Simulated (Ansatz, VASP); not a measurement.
Two plane-wave programs on AlN

```xyz
4
Lattice="3.3763 0.0000 0.0000 -1.6882 2.9240 0.0000 0.0000 0.0000 4.1431" Properties=species:S:1:pos:R:3 pbc="T T T"
Al    0.0000    1.9493    3.1073
Al    1.6882    0.9747    1.0358
N     0.0000    1.9493    1.0358
N     1.6882    0.9747    3.1073
```

Alike in both runs: task single point; functional PBEsol; k mesh 9 × 9 × 6; occupations gaussian, width 0.02 eV; no spin polarisation.

```csv
,VASP,Ansatz
version,VASP 6.6.1,Ansatz 0.2.0
potentials or method,"VASP PAW PBE potentials, release 64 (Al, N), cutoff 520 eV","scalar-relativistic, plane waves, PAW"
valence electrons in the cell,16,16
```

|  | VASP | Ansatz | Ansatz less VASP |
| --- | --- | --- | --- |
| gap on the k mesh at the Fermi level (eV) | 3.07 | 3.06 | -0.012 |
| least direct gap on the mesh (eV) | 3.07 | 3.06 | -0.012 |
| pressure (GPa) | -9.3 | -9.2 | +0.09 |
| traceless stress, the component that is largest in VASP (GPa) | 3.23 | 3.22 | -0.012 |

VASP's potentials were made for PBE, not for PBEsol.
